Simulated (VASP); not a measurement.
Input of a VASP 6.6.1 run:

POSCAR

```
Ag
1.0
    2.8127981572      0.0000000000      0.0000000000
   -1.4063990786      2.4359546599      0.0000000000
    0.0000000000      0.0000000000      4.4068000000
Ag
2
Direct
    0.3333333333      0.6666666667      0.2500000000
    0.6666666667      0.3333333333      0.7500000000
```

File INCAR.step1:

```
PREC = Accurate
ENCUT = 520
ISMEAR = 0
SIGMA = 0.15
LREAL = F
LASPH = T
NELM = 100
NBANDS = 18
GGA = PE
ALGO = Normal
EDIFF = 1E-4
LWAVE = T
LCHARG = F
```

File INCAR.step2:

```
PREC = Accurate
ENCUT = 520
EDIFF = 1E-7
ISMEAR = 0
SIGMA = 0.15
LREAL = F
LASPH = T
NELM = 100
ALGO = Normal
ISIF = 2
LWAVE = F
LCHARG = F
METAGGA = R2SCAN
LMIXTAU = T
NBANDS = 18
ISTART = 1
```

File KPOINTS:

```
regular mesh
0
Gamma
  18 18 10
```

Potentials or basis: VASP PAW PBE potentials, release 64 (Ag).

The run is started by

```console
$ cat potpaw_PBE.64/Ag/POTCAR > POTCAR
$ cp INCAR.step1 INCAR
$ mpirun -np 1 vasp_std > vasp.out
$ cp INCAR.step2 INCAR
$ mpirun -np 1 vasp_std > vasp.out
```

(1) Predict the band gap on the k mesh.

(2) Estimate the pressure.

## Answers

(1) zero (bands 11 and 12 overlap by 8.31 eV).

(2) 21.7 GPa.

Caveat: the cell differs from its parent crystal (strain -0.040 along x and y, -0.080 along z); the stress differs along the axes, from 19 to 27 GPa; the PAW data sets were made with another functional, which shifts forces and pressure a little.
